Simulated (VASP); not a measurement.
Input of a VASP 6.6.1 run:

The input INCAR:

```
SYSTEM = Hf
PREC = Accurate
ENCUT = 520
EDIFF = 1E-6
ISMEAR = -1
SIGMA = 0.1
LREAL = .FALSE.
LASPH = .TRUE.
NELM = 80
ALGO = Normal
ISIF = 2
LWAVE = .FALSE.
LCHARG = .TRUE.
GGA = PE
LELF = .TRUE.
LVHAR = .TRUE.
NBANDS = 11
```

The input KPOINTS:

```
regular mesh
0
G
  18 18 17
  0 0 0
```

The input POSCAR:

```
Hf
1.0
    2.3894213281      0.0000000000      0.0000000000
   -1.1947106640      2.0692995705      0.0000000000
    0.0000000000      0.0000000000      2.3047172350
Hf
1
Direct
    0.0000000000      0.0000000000      0.0000000000
```

Potentials or basis: VASP PAW PBE potentials, release 64 (Hf_pv).

The run is started by

```bash
$ cat potpaw_PBE.64/Hf_pv/POTCAR > POTCAR
$ mpirun -np 1 vasp_std > vasp.out
```

Task: Estimate the band gap on the k mesh.

Result: Zero (band 5 reaches 13.30 eV, above the bottom of band 6 at 9.37 eV).

Task: Estimate the pressure.

Result: 243.3 GPa.

Stress tensor (GPa, compression positive):
```
243.72   0.00   0.00
  0.00 243.72   0.00
  0.00   0.00 242.41
```

Caveat: spin-orbit coupling is left out, which moves the levels of the heavy elements.
